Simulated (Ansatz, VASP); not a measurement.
# Two plane-wave programs on TaN

```
Ta N
1.0
     2.91690    0.00000    0.00000
    -1.45845    2.52611    0.00000
     0.00000    0.00000    5.91423
Ta N
2 2
Direct
  0.00000 0.00000 0.00000
  0.00000 0.00000 0.50000
  0.33333 0.66667 0.25000
  0.66667 0.33333 0.75000
```

Alike in both runs: task single point; functional PBE; k mesh 15 × 15 × 8; occupations gaussian, width 0.15 eV; no spin polarisation.

```csv
,VASP,Ansatz
version,VASP 6.6.1,Ansatz 0.2.0
potentials or method,"VASP PAW PBE potentials, release 64 (Ta_pv, N), cutoff 520 eV","scalar-relativistic, plane waves, PAW"
valence electrons in the cell,32,36
```

```tsv
	VASP	Ansatz	Ansatz less VASP
gap on the k mesh at the Fermi level (eV)	none	none	-
pressure (GPa)	0.8	0.0	-0.79
traceless stress, the component that is largest in VASP (GPa)	-0.10	-0.19	-0.094
```

A gap of «none» marks a metal or a gap that the smearing closes. With one functional, cell and mesh, what is left measures potentials, basis and numerics. VASP's potentials hold 32 valence electrons a cell and Ansatz's 36, so a difference there can come from the potentials and not from the codes.

Neither program's run includes spin-orbit coupling.
